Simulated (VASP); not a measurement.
# Zr3S2: single point with PBE

Crystal: Zr3S2.

```xyz
5
Lattice="2.6528 1.5316 4.1456 -2.6528 1.5316 4.1456 0.0000 -3.0632 4.1456" Properties=species:S:1:pos:R:3 pbc="T T T"
Zr   -1.7927    0.0000    6.2184
Zr    0.8964   -1.5525    6.2184
Zr    0.8964    1.5525    6.2184
S     0.0000    0.0000    4.1636
S     0.0000    0.0000    8.2733
```

This cell differs from its parent crystal: ratio of the length along z to the lengths across it x 1.3, volume and fractional coordinates fixed.

```json
{
  "Program": "VASP 6.6.1",
  "Task": "single point",
  "Functional": "PBE",
  "Potentials or basis": "VASP PAW PBE potentials, release 64 (Zr_sv, S)",
  "Cutoff": "520 eV",
  "k mesh": "12 × 12 × 12",
  "Occupations": "gaussian, width 0.15 eV",
  "Spin": "no spin polarisation"
}
```

```
Pressure               : 1.1 GPa
Largest force          : 0.232 eV/Å
Band gap on the k mesh : zero (bands 24 and 25 overlap by 0.74 eV)
```

Forces in eV/Å, atoms in the order of the input:
```
Zr   0.232  0.000  0.000
Zr  -0.116  0.201  0.000
Zr  -0.116 -0.201  0.000
S    0.000  0.000 -0.221
S    0.000  0.000  0.221
```

Stress tensor (GPa, compression positive):
```
 11.03   0.00   0.00
  0.00  11.03   0.00
  0.00   0.00 -18.82
```

Levels at points of the mesh, in eV from the Fermi level:
```csv
k point,band 21,band 22,band 23,band 24,band 25,band 26,band 27,band 28
"(0.00, 0.00, 0.00)",-3.04,-1.22,-0.01,-0.01,0.92,0.92,0.92,2.37
"(0.50, 0.00, 0.00)",-1.67,-1.12,-0.75,-0.67,-0.23,0.73,1.38,2.08
"(0.50, 0.50, 0.00)",-2.21,-1.15,-0.73,-0.53,-0.47,0.97,1.14,2.19
"(0.50, 0.50, 0.50)",-1.65,-0.53,-0.24,-0.24,0.68,0.88,0.88,1.31
```

Run time: 25 min on 1 thread of Oxide Virtual Turin-like Processor, with other jobs on the host, peak memory 0.56 GiB.

Caveat: the stress differs along the axes, from -19 to 11 GPa.
